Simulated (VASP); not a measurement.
# Sb: single point with PBE

Crystal: Sb.

```xyz
2
Lattice="2.1542 1.2437 3.7580 -2.1542 1.2437 3.7580 0.0000 -2.4875 3.7580" Properties=species:S:1:pos:R:3 pbc="T T T"
Sb    0.0000    0.0000    8.6416
Sb    0.0000    0.0000    2.6324
```

```json
{
 "Program": "VASP 6.6.1",
 "Task": "single point",
 "Functional": "PBE",
 "Potentials or basis": "VASP PAW PBE potentials, release 64 (Sb)",
 "Cutoff": "520 eV",
 "k mesh": "8 × 8 × 8",
 "Occupations": "gaussian, width 0.014 eV",
 "Spin": "no spin polarisation"
}
```

```yaml
Pressure: 2.8 GPa
Largest_force: 0.185 eV/Å
Band_gap_on_the_k_mesh: zero (band 5 reaches 7.38 eV, above the bottom of band 6 at 7.08 eV)
```

Forces on the atoms (eV/Å):
```
Sb   0.000  0.000 -0.185
Sb   0.000  0.000  0.185
```

Stress tensor (GPa, compression positive):
```
3.02 0.00 0.00
0.00 3.02 0.00
0.00 0.00 2.28
```

Levels at points of the mesh, in eV from the Fermi level:
```
           k point  band 2  band 3  band 4  band 5  band 6  band 7  band 8  band 9
(0.00, 0.00, 0.00)   -4.89   -2.16   -1.89   -1.89    1.97    2.60    2.60    4.99
(0.50, 0.00, 0.00)   -9.73   -2.04   -1.92   -0.38   -0.30    0.10    0.41    7.47
(0.50, 0.50, 0.00)   -8.10   -5.53   -3.85   -3.76    1.43    4.85    5.43    6.85
(0.50, 0.50, 0.50)   -9.07   -1.41   -1.41   -0.57    0.04    0.04    1.04    6.90
```

Run time: 25 s on 1 thread of Intel(R) Xeon(R) Platinum 8488C (Sapphire Rapids) (shared host), peak memory 0.22 GiB.

Caveat: spin-orbit coupling is left out, which moves the levels of the heavy elements.
